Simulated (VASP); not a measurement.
# BeTe2 (F-43m) in VASP: single point with PBE

Aim: the single point of BeTe2 with PBE.

Everything below comes from runs of VASP 6.6.1. Logs are shortened: lines on timing, memory, paths and dates and some standing lists are left out, and cuts for length are marked.

**1. The cell of the first run**

Symmetry: F-43m, No. 216, cubic system. The conventional cell has a = 6.984 Å, b = 6.984 Å, c = 6.984 Å, α = 90.00°, β = 90.00°, γ = 90.00°. Be (site symmetry -43m) has 10 Te at 3.02 to 3.49 Å within 4.0 Å. Te (site symmetry -43m) has 4 Te at 3.02 Å and 6 Be at 3.49 Å within 4.0 Å. Within 4.0 Å of Te (site symmetry -43m) lie 4 Be at 3.02 Å and 4 Te at 3.02 Å.

**2. Single point, PBE**

Input file INCAR:

```
SYSTEM = BeTe2
ALGO = Normal
EDIFF = 1E-6
ENCUT = 600
GGA = PE
GGA_COMPAT = .FALSE.
ISIF = 2
ISMEAR = 0
LASPH = .TRUE.
LCHARG = .FALSE.
LREAL = .FALSE.
LWAVE = .FALSE.
NBANDS = 14
NELM = 120
PREC = Accurate
SIGMA = 0.2
```

Input file KPOINTS:

```
k-points
0
G
  5 5 5
  0 0 0
```

Input file POSCAR:

```
BeTe2
1.0
    0.0000000000      3.4918039900      3.4918039900
    3.4918039900      0.0000000000      3.4918039900
    3.4918039900      3.4918039900      0.0000000000
Be Te
1 2
Direct
    0.5000000000      0.5000000000      0.5000000000
    0.0000000000      0.0000000000      0.0000000000
    0.2500000000      0.2500000000      0.2500000000
```

Potentials or basis: VASP PAW PBE potentials, release 64 (Be, Te).

Launch:

```console
$ cat potpaw_PBE.64/Be/POTCAR potpaw_PBE.64/Te/POTCAR > POTCAR
$ mpirun -np 1 vasp_std > vasp.out
```

OUTCAR:

```text
SYSTEM = BeTe2
   EDIFF = 1E-6
   ENCUT = 600
   GGA = PE
   ISIF = 2
   ISMEAR = 0
   LASPH = .TRUE.
   LREAL = .FALSE.
   NELM = 120
   PREC = Accurate

 ion  position               nearest neighbor table
   1  0.500  0.500  0.500-   3 3.02   3 3.02   3 3.02   3 3.02
   2  0.000  0.000  0.000-   3 3.02   3 3.02   3 3.02   3 3.02
   3  0.250  0.250  0.250-   2 3.02   2 3.02   2 3.02   1 3.02   2 3.02   1 3.02   1 3.02   1 3.02

  LATTYP: Found a face centered cubic cell.
 ALAT       =     6.9836079800

  Lattice vectors:

 A1 = (   0.0000000000,   3.4918039900,   3.4918039900)
 A2 = (   3.4918039900,   0.0000000000,   3.4918039900)
 A3 = (   3.4918039900,   3.4918039900,   0.0000000000)

Analysis of symmetry for initial positions (statically):
=====================================================================
 Subroutine PRICEL returns:
 Original cell was already a primitive cell.

 Routine SETGRP: Setting up the symmetry group for a
 face centered cubic supercell.

 Subroutine GETGRP returns: Found 24 space group operations
 (whereof 24 operations were pure point group operations)
 out of a pool of 48 trial point group operations.

The static configuration has the point symmetry T_d .

Analysis of symmetry for dynamics (positions and initial velocities):
=====================================================================
 Subroutine PRICEL returns:
 Original cell was already a primitive cell.

 Routine SETGRP: Setting up the symmetry group for a
 face centered cubic supercell.

 Subroutine GETGRP returns: Found 24 space group operations
 (whereof 24 operations were pure point group operations)
 out of a pool of 48 trial point group operations.

The dynamic configuration has the point symmetry T_d .

 Subroutine INISYM returns: Found 24 space group operations
 (whereof 24 operations are pure point group operations),
 and found     1 'primitive' translations

----------------------------------------------------------------------------------------

                                     Primitive cell

  volume of cell :      85.1490

  direct lattice vectors                    reciprocal lattice vectors
     0.000000000  3.491803990  3.491803990    -0.143192459  0.143192459  0.143192459
     3.491803990  0.000000000  3.491803990     0.143192459 -0.143192459  0.143192459
     3.491803990  3.491803990  0.000000000     0.143192459  0.143192459 -0.143192459

  length of vectors
[... 80 lines left out ...]
   NELECT =      14.0000    total number of electrons
   NUPDOWN=      -1.0000    fix difference up-down
   EMIN   =  10.00;   EMAX   =-10.00  energy-range for DOS
   EFERMI =   0.00;   METHOD = LEGACY
   ISMEAR =     0;   SIGMA  =   0.20  broadening in eV -4-tet -1-fermi 0-gaus
   EFERMI_NEDOS =   21; number of points for ismear=-14 and -15
   IALGO  =     38    algorithm
   IMIX   =      4    mixing-type and parameters
     AMIX     =   0.40;   BMIX     =  1.00
     AMIX_MAG =   1.60;   BMIX_MAG =  1.00
  volume/ion in A,a.u.               =      28.38       191.54
  Fermi-wavevector in a.u.,A,eV,Ry     =   0.896859  1.694818 10.943936  0.804357
  Thomas-Fermi vector in A             =   2.019371
   LORBIT       =      0    0 simple, 1 ext, 2 COOP (PROOUT), +10 PAW based schemes
   GGA     = PE    functional components
   LHFCALC =     F    Hartree Fock is set to
   AEXX    =    0.0000 exact exchange contribution
   IVDW    =     0    specifies the selected vdW correction
   LEPSILON=     F    determine dielectric tensor
   LRPA    =     F    only Hartree local field effects (RPA)
 non-spin polarized calculation
 Gauss-broadening in eV      SIGMA  =   0.20
  energy-cutoff  :      600.00
  volume of cell :       85.15
 maximum number of plane-waves:      2855
   NGX = 19   NGY = 19   NGZ = 19

 number of electron      14.0000000 magnetization

 Free energy of the ion-electron system (eV)
  ---------------------------------------------------
  ext. energy  EPLUGINS =         0.00000000
  ---------------------------------------------------
  free energy    TOTEN  =        -7.25779087 eV

  energy without entropy =       -7.19251183  energy(sigma->0) =       -7.22515135

 E-fermi :   5.3668     XC(G=0):  -8.8654

 val. band max:        5.2345920311   @ k =  -0.2000   0.2000   0.0000
 cond. band min:       5.3720721189   @ k =   0.4000   0.2000   0.0000
 fundamental gap:      0.1374800877
 Fermi energy:         5.3668485253

 k-point     1 :       0.0000    0.0000    0.0000
  band No.  band energies     occupation
      1      -8.3168      2.00000
      2      -3.1982      2.00000
      3       1.9395      2.00000
      4       1.9395      2.00000
      5       1.9395      2.00000
      6       3.6904      2.00000
      7       3.6904      2.00000
      8       3.6904      2.00000
      9       4.5400      2.00000
     10       8.4817      0.00000
     11       8.4817      0.00000
     12       8.4817      0.00000
     13      10.3212      0.00000
     14      10.3212      0.00000
[... 139 lines left out ...]
      1      -6.9049      2.00000
      2      -5.7229      2.00000
      3      -0.3446      2.00000
      4       0.2951      2.00000
      5       2.9449      2.00000
      6       3.7621      2.00000
      7       4.9525      1.99661
      8       6.3363      0.00000
      9       7.6421      0.00000
     10       8.2558      0.00000
     11       8.8686      0.00000
     12       9.6633      0.00000
     13      11.9104      0.00000
     14      12.9413      0.00000

------------------------ aborting loop because EDIFF is reached ----------------------------------------

  FORCE on cell =-STRESS in cart. coord.  units (eV):
  Direction    XX          YY          ZZ          XY          YZ          ZX
  --------------------------------------------------------------------------------------
  -------------------------------------------------------------------------------------
  Total       -0.1505031     -0.1505031     -0.1505031      0.0000000     -0.0000000      0.0000000
  in kB       -2.8318906     -2.8318906     -2.8318906      0.0000000     -0.0000000      0.0000000
  external PRESSURE =      -2.8318906 kB  Pullay stress =       0.0000000 kB

 VOLUME and BASIS-vectors are now :
 -----------------------------------------------------------------------------
  energy-cutoff  :      600.00
  volume of cell :       85.15
      direct lattice vectors                 reciprocal lattice vectors
     0.000000000  3.491803990  3.491803990    -0.143192459  0.143192459  0.143192459
     3.491803990  0.000000000  3.491803990     0.143192459 -0.143192459  0.143192459
     3.491803990  3.491803990  0.000000000     0.143192459  0.143192459 -0.143192459

 POSITION                                       TOTAL-FORCE (eV/Angst)
 -----------------------------------------------------------------------------------
      3.49180      3.49180      3.49180         0.000000      0.000000      0.000000
      0.00000      0.00000      0.00000         0.000000      0.000000      0.000000
      1.74590      1.74590      1.74590        -0.000000     -0.000000     -0.000000
 -----------------------------------------------------------------------------------
    total drift:                               -0.000000     -0.000000     -0.000000

  FREE ENERGIE OF THE ION-ELECTRON SYSTEM (eV)
  ---------------------------------------------------
  free  energy   TOTEN  =        -7.2577908742 eV

  energy  without entropy=       -7.1925118277  energy(sigma->0) =       -7.22515135
```

OSZICAR:

```text
N       E                     dE             d eps       ncg     rms          rms(c)
DAV:   1     0.432989977134E+02    0.43299E+02   -0.52873E+03   280   0.872E+02
DAV:   2    -0.416825529389E+01   -0.47467E+02   -0.43997E+02   352   0.123E+02
DAV:   3    -0.719870542934E+01   -0.30305E+01   -0.29822E+01   370   0.331E+01
DAV:   4    -0.725374867122E+01   -0.55043E-01   -0.55026E-01   332   0.535E+00
DAV:   5    -0.725487601250E+01   -0.11273E-02   -0.11273E-02   380   0.769E-01    0.121E+01
DAV:   6    -0.725306112238E+01    0.18149E-02   -0.18359E-02   304   0.757E-01    0.736E+00
DAV:   7    -0.725806919596E+01   -0.50081E-02   -0.22500E-02   304   0.858E-01    0.767E-01
DAV:   8    -0.725776526490E+01    0.30393E-03   -0.17015E-03   304   0.268E-01    0.430E-01
DAV:   9    -0.725778128219E+01   -0.16017E-04   -0.63442E-04   346   0.120E-01    0.480E-02
DAV:  10    -0.725778736637E+01   -0.60842E-05   -0.38159E-05   352   0.374E-02    0.341E-02
DAV:  11    -0.725779069932E+01   -0.33329E-05   -0.53208E-06   316   0.138E-02    0.113E-02
DAV:  12    -0.725779087421E+01   -0.17489E-06   -0.16414E-06   322   0.720E-03
   1 F= -.72577909E+01 E0= -.72251514E+01  d E =-.652790E-01
```

stdout:

```text
POSCAR found type information on POSCAR BeTe
 POSCAR found :  2 types and       3 ions
 scaLAPACK will be used
 LDA part: xc-table for (Slater+PW92), standard interpolation
 POSCAR, INCAR and KPOINTS ok, starting setup
 FFT: planning ... GRIDC
 FFT: planning ... GRID_SOFT
 FFT: planning ... GRID
 WAVECAR not read
 entering main loop
```

It took 24 s on 1 thread of Intel Xeon 8259CL, shared host; peak memory 0.23 GiB.

What came out:

```yaml
Free_energy: -7.2578 eV
Pressure: -0.3 GPa
Band_gap_on_the_k_mesh: zero (band 7 reaches 6.67 eV, above the bottom of band 8 at 3.69 eV)
```

Caveat: spin-orbit coupling is left out, which moves the levels of the heavy elements.
